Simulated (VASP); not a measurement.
Set up this calculation in VASP 6.6.1, as the native input.

- Task: relaxation of cell and atoms
- Functional: PBE
- Potentials or basis: VASP PAW PBE potentials, release 64 (La)
- Cutoff: 600 eV
- k mesh: 16 × 16 × 9
- Occupations: fermi-dirac, width 0.05 eV
- Spin: no spin polarisation
- Target pressure: 130 GPa
- Dipole correction: no
- Further INCAR settings: ALGO = Normal; EDIFF = 1e-06; IBRION = 2; EDIFFG = -0.005; NSW = 60; ISIF = 3

The structure of La lies in POSCAR:

```
La
1.0
    2.8123725853      0.0000000000      0.0000000000
   -1.4061862927      2.4355861038      0.0000000000
    0.0000000000      0.0000000000      4.5560435883
La
2
Direct
    0.3333333333      0.6666666667      0.2500000000
    0.6666666667      0.3333333333      0.7500000000
```

The input as run:

INCAR

```
ALGO = Normal
EDIFF = 1E-6
EDIFFG = -0.005
ENCUT = 600
GGA = PE
IBRION = 2
ISIF = 3
ISMEAR = -1
LASPH = True
LCHARG = False
LREAL = False
LWAVE = False
NELM = 100
NSW = 60
PREC = Accurate
PSTRESS = 1300.0
SIGMA = 0.05
```

KPOINTS

```
k-points
0
Gamma
  16 16 9
```

Potentials or basis: VASP PAW PBE potentials, release 64 (La).

Launch:

```console
$ cat potpaw_PBE.64/La/POTCAR > POTCAR
$ mpirun -np 1 vasp_std > vasp.out
```

Results of the run:

| Quantity | Value |
| --- | --- |
| Relaxed volume | 15.20 Å³/atom |
| Relaxed cell | a = 2.750 Å, b = 2.750 Å, c = 4.643 Å, α = 90.00°, β = 90.00°, γ = 120.00° |
| Space group after relaxing (to 0.1 Å) | P6_3/mmc (No. 194) |
| Energy change on relaxing (the run minimises the enthalpy) | +264.8 meV/atom |
| Ionic steps | 16 |
| Pressure after relaxing | 130.0 GPa |
| Band gap on the k mesh | zero (bands 11 and 12 overlap by 4.77 eV) |

Caveat: the cell is relaxed towards a set pressure, so the run minimises the enthalpy, not the energy; spin-orbit coupling is left out, which moves the levels of the heavy elements.

Run time: 5.5 min on 1 thread of Intel(R) Xeon(R) 6975P-C (Granite Rapids) (shared host), peak memory 0.25 GiB.
